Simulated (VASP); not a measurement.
Here is a VASP 6.6.1 calculation.

Contents of INCAR:

```
PREC = Accurate ; ENCUT = 520
EDIFF = 1E-6 ; ISMEAR = 0
SIGMA = 0.1 ; LREAL = False
LASPH = True ; NELM = 100
ALGO = Normal ; ISIF = 2
LWAVE = False ; LCHARG = False
LDIPOL = True ; IDIPOL = 3
DIPOL = 0.5 0.5 0.298 ; GGA = PE
NBANDS = 14
```

File KPOINTS:

```
regular mesh
0
Gamma
  6 6 1
```

The input POSCAR:

```
Li
1.0
    3.4374798776      0.0000000000      0.0000000000
    0.0000000000      3.4374798776      0.0000000000
    0.0000000000      0.0000000000     28.4811138800
Li
4
Direct
    0.0000000000      1.0000000000      0.3599664698
    0.0000000000      1.0000000000      0.2369202978
    0.0000000000      0.5000000000      0.2984433838
    0.5000000000      1.0000000000      0.2984433838
```

Potentials or basis: VASP PAW PBE potentials, release 64 (Li_sv).

Launch:

```sh
$ cat potpaw_PBE.64/Li_sv/POTCAR > POTCAR
$ mpirun -np 1 vasp_std > vasp.out
```

(1) Estimate the band gap on the k mesh.

(2) What does it give for the largest force?

Answers

(1) zero (band 6 reaches -1.58 eV, above the bottom of band 7 at -1.85 eV).

(2) 1.310 eV/Å.
